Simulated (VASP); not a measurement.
MgS, 2 atoms in the cell. The structure is tetragonal, space group I4mm (No. 107). Conventional cell: a = 3.679 Å, b = 3.679 Å, c = 5.203 Å, α = 90.00°, β = 90.00°, γ = 90.00°. Mg (site symmetry 4mm) has 6 S at 2.53 to 2.68 Å within 3.3 Å. S (site symmetry 4mm) has 6 Mg at 2.53 to 2.68 Å within 3.3 Å.  This cell differs from its parent crystal: all S atoms moved +0.075 Å, as atom 2 towards its neighbour atom 1 (Mg) at 2.602 Å.

```yaml
Program: VASP 6.6.1
Task: single point
Functional: PBEsol
Potentials_or_basis: VASP PAW PBE potentials, release 64 (Mg, S)
Cutoff: 520 eV
k_mesh: 8 × 8 × 8
Occupations: gaussian, width 0.05 eV
Spin: no spin polarisation
Dipole_correction: no
Further_INCAR_settings: ALGO = Normal; EDIFF = 1e-06; NBANDS = 11
```

Potentials or basis: VASP PAW PBE potentials, release 64 (Mg, S).

Run with:

```sh
$ cat potpaw_PBE.64/Mg/POTCAR potpaw_PBE.64/S/POTCAR > POTCAR
$ mpirun -np 1 vasp_std > vasp.out
```

Hardware: 1 thread of AMD EPYC 7R13, on a shared host.

**Question.** Estimate the wall time of this run.

**Answer.** It took 42 s on 1 thread of AMD EPYC 7R13, with other jobs on the host, peak memory 0.14 GiB. Counts: scf iterations 12, k points 59.
